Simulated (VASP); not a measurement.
Mo, 4 atoms in the cell. The typed cell holds 4 atoms: a = 3.097 Å, b = 9.291 Å, c = 2.704 Å, α = 90.00°, β = 125.07°, γ = 90.00°. 

- Program: VASP 6.6.1
- Task: single point
- Functional: PBE
- Potentials or basis: VASP PAW PBE potentials, release 64 (Mo_sv)
- Cutoff: 520 eV
- k mesh: 11 × 4 × 15
- Occupations: gaussian, width 0.1 eV
- Spin: no spin polarisation
- Dipole correction: no
- Further INCAR settings: ALGO = Fast; EDIFF = 1e-07; NBANDS = 36

Potentials or basis: VASP PAW PBE potentials, release 64 (Mo_sv).

The run is started by

```sh
$ cat potpaw_PBE.64/Mo_sv/POTCAR > POTCAR
$ mpirun -np 1 vasp_std > vasp.out
```

Hardware: 1 thread of Intel(R) Xeon(R) Platinum 8259CL CPU @ 2.50GHz (Skylake/Cascade Lake) (shared host).

**Question.** How long does it take, and how much memory?

**Answer.** Wall time 7.8 min on 1 thread of Intel(R) Xeon(R) Platinum 8259CL CPU @ 2.50GHz (Skylake/Cascade Lake) (shared host), peak memory 0.48 GiB. Counts: scf iterations 17, k points 249.
